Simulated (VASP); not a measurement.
# Zr: single point with PBE

The system is Zr.

```
Zr
1.0
     3.23923   -0.06478   -0.06478
    -1.67572    2.83765   -0.02371
    -0.10344   -0.10344    5.17222
Zr
2
Direct
  0.33333 0.66667 0.25000
  0.66667 0.33333 0.75000
```

This cell differs from its parent crystal: equal xy, yz and zx shear strains of -4 %.

| Item | Value |
| --- | --- |
| Program | VASP 6.6.1 |
| Task | single point |
| Functional | PBE |
| Potentials or basis | VASP PAW PBE potentials, release 64 (Zr_sv) |
| Cutoff | 520 eV |
| k mesh | 12 × 12 × 7 |
| Occupations | fermi-dirac, width 0.05 eV |
| Spin | no spin polarisation |
| Dipole correction | no |
| Further INCAR settings | ALGO = Normal; EDIFF = 1e-07; NBANDS = 19 |

| Quantity | Value |
| --- | --- |
| Pressure | -0.3 GPa |
| Largest force | 0.088 eV/Å |
| Band gap on the k mesh | zero (bands 12 and 13 overlap by 1.24 eV) |

Forces in eV/Å, atoms in the order of the input:
```
Zr   0.081  0.007  0.032
Zr  -0.081 -0.007 -0.032
```

Stress tensor (GPa, compression positive):
```
-0.46  1.94  1.19
 1.94 -0.36  1.15
 1.19  1.15 -0.17
```

Levels at points of the mesh, in eV from the Fermi level:
```
           k point  band 8  band 9  band 10  band 11  band 12  band 13  band 14  band 15  band 16  band 17
(0.00, 0.00, 0.00)  -26.31   -5.61    -2.98     0.57     0.95     1.16     1.23     1.28     1.84     2.09
(0.50, 0.00, 0.00)  -26.49   -2.53    -2.45    -2.10    -0.04     0.34     0.74     1.77     4.95     5.18
(0.00, 0.50, 0.00)  -26.45   -2.50    -2.47    -2.10    -0.18     0.48     0.74     1.64     4.82     5.16
(0.50, 0.50, 0.00)  -26.41   -2.49    -2.47    -2.08    -0.33     0.59     0.74     1.54     4.81     5.19
```

Run time: 4 min on 1 thread of Intel(R) Xeon(R) Platinum 8259CL CPU @ 2.50GHz (Skylake/Cascade Lake), on a shared host, peak memory 0.46 GiB.

Caveat: the cell differs from its parent crystal (equal xy, yz and zx shear strains of -4 %).
